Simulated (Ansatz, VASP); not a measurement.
## AgBr: VASP beside Ansatz

```xyz
2
Lattice="0.0000 2.8928 2.8928 2.8928 0.0000 2.8928 2.8928 2.8928 0.0000" Properties=species:S:1:pos:R:3 pbc="T T T"
Ag    0.0000    0.0000    0.0000
Br    2.8928    2.8928    2.8928
```

Alike in both runs: task single point; functional r2SCAN; k mesh 8 × 8 × 8; no spin polarisation.

```csv
,VASP,Ansatz
version,VASP 6.6.1,Ansatz 0.2.0
potentials or method,"VASP PAW PBE potentials, release 64 (Ag, Br)","plane waves, PAW"
plane-wave cutoff (eV),550,500
occupations,"gaussian, width 0.01 eV",fixed
valence electrons in the cell,18,26
```

VASP gave:

```
gap on the k mesh at the Fermi level (eV) : 1.25
pressure (GPa)                            : -0.1
```

**Question.** What did Ansatz give for the same quantities?

**Answer.** gap on the k mesh at the Fermi level (eV): 1.29; pressure (GPa): 0.0.

VASP's potentials were made for PBE, not for r2SCAN. VASP's potentials hold 18 valence electrons a cell and Ansatz's 26, so a difference there can come from the potentials and not from the codes.
